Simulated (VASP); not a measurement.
Here is a VASP 6.6.1 calculation.

File INCAR:

```
SYSTEM = HoAuF4
ALGO = Normal ; EDIFF = 1E-7
EDIFFG = -0.08 ; ENCUT = 600
GGA = PE ; GGA_COMPAT = .FALSE.
IBRION = 2 ; ISIF = 3
ISMEAR = 0 ; LASPH = .TRUE.
LCHARG = .FALSE. ; LMAXMIX = 6
LREAL = .FALSE. ; LWAVE = .FALSE.
NELM = 200 ; NELMIN = 4
NSW = 36 ; PREC = Accurate
SIGMA = 0.15
```

The input KPOINTS:

```
k-points
0
G
  3 3 3
  0 0 0
```

File POSCAR:

```
HoAuF4
1.0
    0.0000000000      3.7170339600      3.7170339600
    3.7170339600      0.0000000000      3.7170339600
    3.7170339600      3.7170339600      0.0000000000
Ho Au F
1 1 4
Direct
    0.7500000000      0.7500000000      0.7500000000
    0.5000000000      0.5000000000      0.5000000000
    0.1165664000      0.1165664000      0.1165664000
    0.1165664000      0.1165664000      0.6503008100
    0.1165664000      0.6503008100      0.1165664000
    0.6503008100      0.1165664000      0.1165664000
```

Potentials or basis: VASP PAW PBE potentials, release 64 (Ho_3, Au, F), 4f in core.

The run is started by

```bash
$ cat potpaw_PBE.64/Ho_3/POTCAR potpaw_PBE.64/Au/POTCAR potpaw_PBE.64/F/POTCAR > POTCAR
$ mpirun -np 1 vasp_std > vasp.out
```

Question: Estimate the relaxed volume.

Answer: 12.59 Å³/atom.

Question: Estimate the band gap on the k mesh.

Answer: Zero (filled and empty bands touch).

Step by step:
| step | energy change (eV) | largest force (eV/Å) | pressure (GPa) | volume (Å³) |
| --- | --- | --- | --- | --- |
| 1 | 0.0000 | 0.6648 | -13.86 | 102.71 |
| 2 | -1.5461 | 0.8903 | -6.45 | 82.23 |
| 3 | -1.7274 | 0.9355 | 0.21 | 75.61 |
| 4 | -1.7288 | 0.9387 | 1.40 | 74.74 |
| 5 | -1.8131 | 0.0959 | 1.41 | 74.27 |
| 6 | -1.8145 | 0.0201 | 1.36 | 74.32 |
| 7 | -1.8184 | 0.0124 | -0.31 | 75.54 |

Caveat: the k points lie up to 0.54 Å⁻¹ apart in the final cell; the volume moved by over 15 % at a fixed basis, so the end points are rough; spin-orbit coupling is left out, which moves the levels of the heavy elements; the 4f electrons are frozen in the core, so they carry no moment and show no levels; the run has no spin polarisation, though such a crystal can be magnetic. With open d or f shells a metallic result of PBE can be an artefact of self-interaction; +U or a hybrid may open a gap.
